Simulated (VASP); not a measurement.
# GaAs (F-43m) in VASP: further runs, part 2 of 2

VASP 6.6.1. The steps go on from the part before.

## (3) Relaxation of cell and atoms, LDA, target pressure 1 GPa, at which the enthalpy is minimised

This run uses another cell than the first one, of 21.99 Å³/atom, 1.013 times its volume.

Input file INCAR:

```
PREC = Accurate
ENCUT = 600
EDIFF = 1E-6
ISMEAR = 0
SIGMA = 0.01
LREAL = F
LASPH = T
NELM = 80
ALGO = Normal
ISIF = 3
LWAVE = F
LCHARG = F
IBRION = 2
NSW = 80
EDIFFG = -0.001
PSTRESS = 10.0
```

Input file KPOINTS:

```
Automatic mesh
0
Gamma
  12 12 12
```

Input file POSCAR:

```
GaAs
1.0
    0.0000000000      2.8015748661      2.8015748661
    2.8015748661      0.0000000000      2.8015748661
    2.8015748661      2.8015748661      0.0000000000
Ga As
1 1
Direct
    0.0000000000      0.0000000000      0.0000000000
    0.7500000000      0.7500000000      0.7500000000
```

Potentials or basis: VASP PAW LDA potentials, release 64 (Ga_d, As).

On the command line:

```bash
> cat potpaw_LDA.64/Ga_d/POTCAR potpaw_LDA.64/As/POTCAR > POTCAR
> mpirun -np 1 vasp_std > vasp.out
```

OUTCAR:

```text
PREC = Accurate
   ENCUT = 600
   EDIFF = 1E-6
   ISMEAR = 0
   LREAL = F
   LASPH = T
   NELM = 80
   ISIF = 3
   IBRION = 2
   NSW = 80
   EDIFFG = -0.001
   PSTRESS = 10.0

 ion  position               nearest neighbor table
   1  0.000  0.000  0.000-   2 2.43   2 2.43   2 2.43   2 2.43
   2  0.750  0.750  0.750-   1 2.43   1 2.43   1 2.43   1 2.43

  LATTYP: Found a face centered cubic cell.
 ALAT       =     5.6031497322

  Lattice vectors:

 A1 = (   0.0000000000,   2.8015748661,   2.8015748661)
 A2 = (   2.8015748661,   0.0000000000,   2.8015748661)
 A3 = (   2.8015748661,   2.8015748661,   0.0000000000)

Analysis of symmetry for initial positions (statically):
=====================================================================
 Subroutine PRICEL returns:
 Original cell was already a primitive cell.

 Routine SETGRP: Setting up the symmetry group for a
 face centered cubic supercell.

 Subroutine GETGRP returns: Found 24 space group operations
 (whereof 24 operations were pure point group operations)
 out of a pool of 48 trial point group operations.

The static configuration has the point symmetry T_d .

Analysis of symmetry for dynamics (positions and initial velocities):
=====================================================================
 Subroutine PRICEL returns:
 Original cell was already a primitive cell.

 Routine SETGRP: Setting up the symmetry group for a
 face centered cubic supercell.

 Subroutine GETGRP returns: Found 24 space group operations
 (whereof 24 operations were pure point group operations)
 out of a pool of 48 trial point group operations.

The dynamic configuration has the point symmetry T_d .

 Subroutine INISYM returns: Found 24 space group operations
 (whereof 24 operations are pure point group operations),
 and found     1 'primitive' translations

----------------------------------------------------------------------------------------

                                     Primitive cell

  volume of cell :      43.9781

  direct lattice vectors                    reciprocal lattice vectors
     0.000000000  2.801574866  2.801574866    -0.178471047  0.178471047  0.178471047
     2.801574866  0.000000000  2.801574866     0.178471047 -0.178471047  0.178471047
     2.801574866  2.801574866  0.000000000     0.178471047  0.178471047 -0.178471047

  length of vectors
     3.962025172  3.962025172  3.962025172     0.309120921  0.309120921  0.309120921

  position of ions in fractional coordinates (direct lattice)
     0.000000000  0.000000000  0.000000000
     0.750000000  0.750000000  0.750000000

  ion indices of the primitive-cell ions
   primitive index   ion index
                 1           1
                 2           2

----------------------------------------------------------------------------------------

 KPOINTS: Automatic mesh

Automatic generation of k-mesh.
 Grid dimensions read from file:
 generate k-points for:   12   12   12

 Generating k-lattice:

  Cartesian coordinates                     Fractional coordinates (reciprocal lattice)
[... 59 lines left out ...]
   NELM   =     80;   NELMIN=  2; NELMDL= -5     # of ELM steps
   EDIFF  = 0.1E-05   stopping-criterion for ELM
   LREAL  =      F    real-space projection
   EDIFFG = -.1E-02   stopping-criterion for IOM
   NSW    =     80    number of steps for IOM
   IBRION =      2    ionic relax: 0-MD 1-quasi-New 2-CG
   NFREE  =      1    steps in history (QN), initial steepest desc. (CG)
   ISIF   =      3    stress and relaxation
   ISYM   =      2    0-nonsym 1-usesym 2-fastsym
   POTIM  = 0.5000    time-step for ionic-motion
   TEBEG  =    0.0;   TEEND  =   0.0 temperature during run
   PSTRESS=   10.0 pullay stress
   NELECT =      18.0000    total number of electrons
   NUPDOWN=      -1.0000    fix difference up-down
   EMIN   =  10.00;   EMAX   =-10.00  energy-range for DOS
   EFERMI =   0.00;   METHOD = LEGACY
   ISMEAR =     0;   SIGMA  =   0.01  broadening in eV -4-tet -1-fermi 0-gaus
   EFERMI_NEDOS =   21; number of points for ismear=-14 and -15
   IALGO  =     38    algorithm
   IMIX   =      4    mixing-type and parameters
     AMIX     =   0.40;   BMIX     =  1.00
     AMIX_MAG =   1.60;   BMIX_MAG =  1.00
  volume/ion in A,a.u.               =      21.99       148.39
  Fermi-wavevector in a.u.,A,eV,Ry     =   1.215496  2.296954 20.101653  1.477430
  Thomas-Fermi vector in A             =   2.350881
   LORBIT       =      0    0 simple, 1 ext, 2 COOP (PROOUT), +10 PAW based schemes
   GGA     = CA    functional components
   LHFCALC =     F    Hartree Fock is set to
   AEXX    =    0.0000 exact exchange contribution
   IVDW    =     0    specifies the selected vdW correction
   LEPSILON=     F    determine dielectric tensor
   LRPA    =     F    only Hartree local field effects (RPA)
 conjugate gradient relaxation of ions
 non-spin polarized calculation
 Gauss-broadening in eV      SIGMA  =   0.01
  energy-cutoff  :      600.00
  volume of cell :       43.98
 maximum number of plane-waves:      1484
   NGX = 15   NGY = 15   NGZ = 15

--------------------------------------- Ionic step        1  -------------------------------------------

 number of electron      18.0000004 magnetization

 Free energy of the ion-electron system (eV)
  ---------------------------------------------------
  ext. energy  EPLUGINS =         0.00000000
  ---------------------------------------------------
  free energy    TOTEN  =        -9.64189098 eV

  energy without entropy =       -9.64189098  energy(sigma->0) =       -9.64189098

------------------------ aborting loop because EDIFF is reached ----------------------------------------

  FORCE on cell =-STRESS in cart. coord.  units (eV):
  Direction    XX          YY          ZZ          XY          YZ          ZX
  --------------------------------------------------------------------------------------
  -------------------------------------------------------------------------------------
  Total        0.0827503      0.0827503      0.0827503      0.0000000      0.0000000      0.0000000
  in kB        3.0146950      3.0146950      3.0146950      0.0000000      0.0000000      0.0000000
  external PRESSURE =      -6.9853050 kB  Pullay stress =      10.0000000 kB
[... 97 lines left out ...]
  energy  without entropy=       -9.6403123539  energy(sigma->0) =       -9.64031235

  enthalpy is  TOTEN    =        -9.3682508205 eV   P V=        0.2720615334

[... ionic steps 4 to 8 ...]

--------------------------------------- Ionic step        9  -------------------------------------------

 number of electron      18.0000000 magnetization

------------------------ aborting loop because EDIFF is reached ----------------------------------------
[... 71 lines left out ...]
--------------------------------------- Ionic step       11  -------------------------------------------

 number of electron      18.0000000 magnetization

 Free energy of the ion-electron system (eV)
  ---------------------------------------------------
  ext. energy  EPLUGINS =         0.00000000
  ---------------------------------------------------
  free energy    TOTEN  =        -9.64035052 eV

  energy without entropy =       -9.64035052  energy(sigma->0) =       -9.64035052

 E-fermi :   4.1896     XC(G=0): -10.0708

 val. band max:        4.1470962816   @ k =   0.0000   0.0000   0.0000
 cond. band min:       4.7505086999   @ k =   0.0000   0.0000   0.0000
 fundamental gap:      0.6034124183
 Fermi energy:         4.1895681073

 k-point     1 :       0.0000    0.0000    0.0000
  band No.  band energies     occupation
      1     -10.8498      2.00000
      2     -10.8498      2.00000
      3     -10.8498      2.00000
      4     -10.7626      2.00000
      5     -10.7626      2.00000
      6      -8.8789      2.00000
      7       4.1471      2.00000
      8       4.1471      2.00000
      9       4.1471      2.00000
     10       4.7505      0.00000
     11       7.8298      0.00000
     12       7.8298      0.00000
     13       7.8298      0.00000
[... 354 lines left out ...]
  band No.  band energies     occupation
      1     -10.9431      2.00000
      2     -10.8242      2.00000
      3     -10.8202      2.00000
      4     -10.7637      2.00000
      5     -10.7596      2.00000
      6      -6.8034      2.00000
      7      -2.5684      2.00000
      8       1.1753      2.00000
      9       2.5917      2.00000
     10       6.4781      0.00000
     11       8.6528      0.00000
     12       9.6879      0.00000
     13      12.1555      0.00000

 [... further k-points ...]

------------------------ aborting loop because EDIFF is reached ----------------------------------------

  FORCE on cell =-STRESS in cart. coord.  units (eV):
  Direction    XX          YY          ZZ          XY          YZ          ZX
  --------------------------------------------------------------------------------------
  -------------------------------------------------------------------------------------
  Total        0.2724893      0.2724893      0.2724893      0.0000000      0.0000000     -0.0000000
  in kB       10.0143092     10.0143092     10.0143092      0.0000000      0.0000000     -0.0000000
  external PRESSURE =       0.0143092 kB  Pullay stress =      10.0000000 kB
[... 21 lines left out ...]
  energy  without entropy=       -9.6403505213  energy(sigma->0) =       -9.64035052

  enthalpy is  TOTEN    =        -9.3682505309 eV   P V=        0.2720999904

 reached required accuracy - stopping structural energy minimisation
```

OSZICAR:

```text
N       E                     dE             d eps       ncg     rms          rms(c)
DAV:   1     0.838565737640E+02    0.83857E+02   -0.99426E+03  1904   0.210E+03
[... 68 lines left out ...]
DAV:   1    -0.964033980798E+01    0.28550E-04   -0.27270E-05  2477   0.110E-01    0.813E-03
DAV:   2    -0.964033818574E+01    0.16222E-05   -0.30872E-06  1517   0.443E-02    0.362E-03
DAV:   3    -0.964033781197E+01    0.37376E-06   -0.48758E-07   991   0.149E-02
  10 F= -.93682507E+01 E0= -.93682507E+01  d E =-.169879E-05
       N       E                     dE             d eps       ncg     rms          rms(c)
DAV:   1    -0.964035077622E+01   -0.12590E-04   -0.44642E-06  1657   0.425E-02    0.324E-03
DAV:   2    -0.964035052125E+01    0.25497E-06   -0.61136E-07   946   0.194E-02
  11 F= -.93682505E+01 E0= -.93682505E+01  d E =-.155862E-05
```

CONTCAR:

```text
GaAs
   1.00000000000000
     0.0000000000000000    2.7934208543408268    2.7934208543408268
     2.7934208543408268    0.0000000000000000    2.7934208543408268
     2.7934208543408268    2.7934208543408268    0.0000000000000000
  Ga              As
     1     1
Direct
     0.0000000000000000    0.0000000000000000    0.0000000000000000
     0.7500000000000000    0.7500000000000000    0.7500000000000000

  0.00000000E+00  0.00000000E+00  0.00000000E+00
  0.00000000E+00  0.00000000E+00  0.00000000E+00
```

It took 1.8 min on 1 thread of Intel Xeon Platinum 8259CL at 2.50GHz (Skylake/Cascade Lake), shared host; peak memory 0.2 GiB.

What came out:

```
Free energy                                            : -9.6404 eV
Relaxed volume                                         : 21.80 Å³/atom
Relaxed cell                                           : a = 3.950 Å, b = 3.950 Å, c = 3.950 Å, α = 60.00°, β = 60.00°, γ = 60.00°
Space group after relaxing (to 0.05 Å)                 : F-43m (No. 216)
Energy change on relaxing (the enthalpy is what falls) : +0.8 meV/atom
Ionic steps                                            : 11
Pressure after relaxing                                : 1.0 GPa
Band gap on the k mesh                                 : 0.60 eV, direct
```

Step by step:
```
step  energy change (eV)  largest force (eV/Å)  pressure (GPa)  volume (Å³)
   1              0.0000                0.0000            0.30        43.98
   2              0.0032                0.0000            1.38        43.37
   3              0.0016                0.0000            0.94        43.59
   4              0.0018                0.0000            1.08        43.56
   5              0.0017                0.0000            0.97        43.58
   6              0.0017                0.0000            1.05        43.57
   7              0.0014                0.0000            0.92        43.61
   8              0.0016                0.0000            1.07        43.59
   9              0.0015                0.0000            0.95        43.60
  10              0.0016                0.0000            1.04        43.59
  11              0.0015                0.0000            1.00        43.60
```

Final structure:
```
CELL_PARAMETERS angstrom
0.00000 2.79342 2.79342
2.79342 0.00000 2.79342
2.79342 2.79342 0.00000
ATOMIC_POSITIONS crystal
Ga 0.00000 0.00000 0.00000
As 0.75000 0.75000 0.75000
```

Levels at points of the mesh, in eV from the valence-band top:
| k point | band 6 | band 7 | band 8 | band 9 | band 10 | band 11 | band 12 | band 13 |
| --- | --- | --- | --- | --- | --- | --- | --- | --- |
| (0.00, 0.00, 0.00) | -13.03 | 0.00 | 0.00 | 0.00 | 0.60 | 3.68 | 3.68 | 3.68 |
| (0.50, 0.00, 0.00) | -11.15 | -6.89 | -1.20 | -1.20 | 0.97 | 4.59 | 4.59 | 7.60 |
| (0.50, 0.50, 0.00) | -10.36 | -7.04 | -2.82 | -2.82 | 1.28 | 1.53 | 10.33 | 10.33 |

Caveat: the cell is relaxed towards a set pressure, so the enthalpy falls and the energy may rise. As with any semilocal functional, this LDA gap is likely too small.

## (4) Single point, LDA

This run uses another cell than the first one, of 16.56 Å³/atom, 0.763 times its volume.

Input file INCAR:

```
PREC = Accurate ; ENCUT = 600
EDIFF = 1E-6 ; ISMEAR = 0
SIGMA = 0.01 ; LREAL = False
LASPH = True ; NELM = 120
ALGO = Normal ; ISIF = 2
LWAVE = False ; LCHARG = True
GGA = CA ; LELF = True
LVHAR = True ; NBANDS = 21
GGA_COMPAT = False
```

Input file KPOINTS:

```
regular mesh
0
Gamma
  12 12 12
```

Input file POSCAR:

```
GaAs
1.0
    0.0000000000      2.5491422855      2.5491422855
    2.5491422855      0.0000000000      2.5491422855
    2.5491422855      2.5491422855      0.0000000000
Ga As
1 1
Direct
    0.0000000000      0.0000000000      0.0000000000
    0.7500000000      0.7500000000      0.7500000000
```

Potentials or basis: VASP PAW LDA potentials, release 64 (Ga_d, As_d).

On the command line:

```bash
> cat potpaw_LDA.64/Ga_d/POTCAR potpaw_LDA.64/As_d/POTCAR > POTCAR
> mpirun -np 1 vasp_std > vasp.out
```

OUTCAR:

```text
PREC = Accurate
   ENCUT = 600
   EDIFF = 1E-6
   ISMEAR = 0
   LREAL = False
   LASPH = True
   NELM = 120
   ISIF = 2
   GGA = CA

 ion  position               nearest neighbor table
   1  0.000  0.000  0.000-   2 2.21   2 2.21   2 2.21   2 2.21
   2  0.750  0.750  0.750-   1 2.21   1 2.21   1 2.21   1 2.21

  LATTYP: Found a face centered cubic cell.
 ALAT       =     5.0982845710

  Lattice vectors:

 A1 = (   0.0000000000,   2.5491422855,   2.5491422855)
 A2 = (   2.5491422855,   0.0000000000,   2.5491422855)
 A3 = (   2.5491422855,   2.5491422855,   0.0000000000)

Analysis of symmetry for initial positions (statically):
=====================================================================
 Subroutine PRICEL returns:
 Original cell was already a primitive cell.

 Routine SETGRP: Setting up the symmetry group for a
 face centered cubic supercell.

 Subroutine GETGRP returns: Found 24 space group operations
 (whereof 24 operations were pure point group operations)
 out of a pool of 48 trial point group operations.

The static configuration has the point symmetry T_d .

[... 157 lines left out ...]
  free energy    TOTEN  =        -8.56774684 eV

  energy without entropy =       -8.56774684  energy(sigma->0) =       -8.56774684

 E-fermi :   6.4054     XC(G=0): -11.8885

 val. band max:        6.2221222806   @ k =   0.0000   0.0000   0.0000
 cond. band min:       6.8402994131   @ k =   0.5000   0.5000   0.0000
 fundamental gap:      0.6181771325
 Fermi energy:         6.4053713878

 k-point     1 :       0.0000    0.0000    0.0000
  band No.  band energies     occupation
      1     -29.6638      2.00000
      2     -29.6638      2.00000
      3     -29.6638      2.00000
      4     -29.6347      2.00000
      5     -29.6347      2.00000
      6      -9.6545      2.00000
[... 565 lines left out ...]
     20      17.7087      0.00000
     21      18.6985      0.00000

 [... further k-points ...]

------------------------ aborting loop because EDIFF is reached ----------------------------------------

  FORCE on cell =-STRESS in cart. coord.  units (eV):
  Direction    XX          YY          ZZ          XY          YZ          ZX
  --------------------------------------------------------------------------------------
  -------------------------------------------------------------------------------------
  Total        8.3971775      8.3971775      8.3971775     -0.0000000     -0.0000000      0.0000000
  in kB      406.0987820    406.0987820    406.0987820     -0.0000000     -0.0000000      0.0000000
  external PRESSURE =     406.0987820 kB  Pullay stress =       0.0000000 kB

 VOLUME and BASIS-vectors are now :
 -----------------------------------------------------------------------------
  energy-cutoff  :      600.00
  volume of cell :       33.13
      direct lattice vectors                 reciprocal lattice vectors
     0.000000000  2.549142285  2.549142285    -0.196144406  0.196144406  0.196144406
     2.549142285  0.000000000  2.549142285     0.196144406 -0.196144406  0.196144406
     2.549142285  2.549142285  0.000000000     0.196144406  0.196144406 -0.196144406

 POSITION                                       TOTAL-FORCE (eV/Angst)
 -----------------------------------------------------------------------------------
      0.00000      0.00000      0.00000        -0.000000     -0.000000     -0.000000
      3.82371      3.82371      3.82371         0.000000      0.000000      0.000000
 -----------------------------------------------------------------------------------
    total drift:                               -0.000000     -0.000000     -0.000001

  FREE ENERGIE OF THE ION-ELECTRON SYSTEM (eV)
  ---------------------------------------------------
  free  energy   TOTEN  =        -8.5677468387 eV

  energy  without entropy=       -8.5677468387  energy(sigma->0) =       -8.56774684
```

OSZICAR:

```text
N       E                     dE             d eps       ncg     rms          rms(c)
DAV:   1     0.169072090336E+03    0.16907E+03   -0.13998E+04  3979   0.616E+03
DAV:   2     0.146060377249E+02   -0.15447E+03   -0.14805E+03  3100   0.739E+02
DAV:   3    -0.812233574606E+01   -0.22728E+02   -0.22510E+02  3289   0.141E+02
DAV:   4    -0.892398426487E+01   -0.80165E+00   -0.80098E+00  3519   0.286E+01
DAV:   5    -0.893752851291E+01   -0.13544E-01   -0.13543E-01  3326   0.415E+00    0.498E+00
DAV:   6    -0.865487579533E+01    0.28265E+00   -0.25103E-01  4344   0.114E+01    0.296E+00
DAV:   7    -0.856964159035E+01    0.85234E-01   -0.14869E-01  4665   0.317E+00    0.572E-01
DAV:   8    -0.856778760964E+01    0.18540E-02   -0.17145E-02  3582   0.204E+00    0.217E-01
DAV:   9    -0.856775764464E+01    0.29965E-04   -0.95368E-04  4180   0.423E-01    0.463E-02
DAV:  10    -0.856774491509E+01    0.12730E-04   -0.84587E-05  4543   0.132E-01    0.170E-02
DAV:  11    -0.856774714978E+01   -0.22347E-05   -0.10127E-05  4222   0.640E-02    0.558E-03
DAV:  12    -0.856774683868E+01    0.31109E-06   -0.59337E-07  2250   0.110E-02
   1 F= -.85677468E+01 E0= -.85677468E+01  d E =-.142521-150
```

stdout:

```text
POSCAR found type information on POSCAR GaAs
 POSCAR found :  2 types and       2 ions
 scaLAPACK will be used
 LDA part: xc-table for (Slater(with rela. corr.)+CA(PZ))
 , standard interpolation
 POSCAR, INCAR and KPOINTS ok, starting setup
 FFT: planning ... GRIDC
 FFT: planning ... GRID_SOFT
 FFT: planning ... GRID
 WAVECAR not read
 entering main loop
```

Wall time 27 s (1 thread of AMD EPYC 9R45 (Zen 5), shared host); peak memory 0.16 GiB.

What came out:

```
Free energy            : -8.5677 eV
Pressure               : 40.6 GPa
Band gap on the k mesh : 0.62 eV, indirect (least direct gap 2.84 eV)
```

A k mesh can miss the band edges.

## (5) Summary

| task | potentials or basis | cell | cutoff (eV) | second run | gap on the mesh (eV) | pressure (GPa) |
| --- | --- | --- | --- | --- | --- | --- |
| single point | VASP PAW LDA potentials, release 64 (Ga_d, As) | a = 3.945 Å, angles 60.0°, 2 atoms | 520 | - | 0.64 | 1.3 |
| relaxation of cell and atoms | VASP PAW LDA potentials, release 64 (Ga_d, As) | relaxed to 1 GPa from a = 3.962 Å, angles 60.0°, 2 atoms | 600 | - | 0.60 | 1.0 |
| single point | VASP PAW LDA potentials, release 64 (Ga_d, As_d) | a = 3.605 Å, angles 60.0°, 2 atoms | 600 | valence_matched | 0.62 | 40.6 |

Alike in all rows: level LDA; no spin polarisation; k mesh 12 × 12 × 12; smearing gaussian 0.01 eV.

Caveats: the cell is relaxed towards a set pressure, so the enthalpy falls and the energy may rise (some runs).

Total energies depend on the potentials used, so only differences within one code and one set of settings carry meaning.
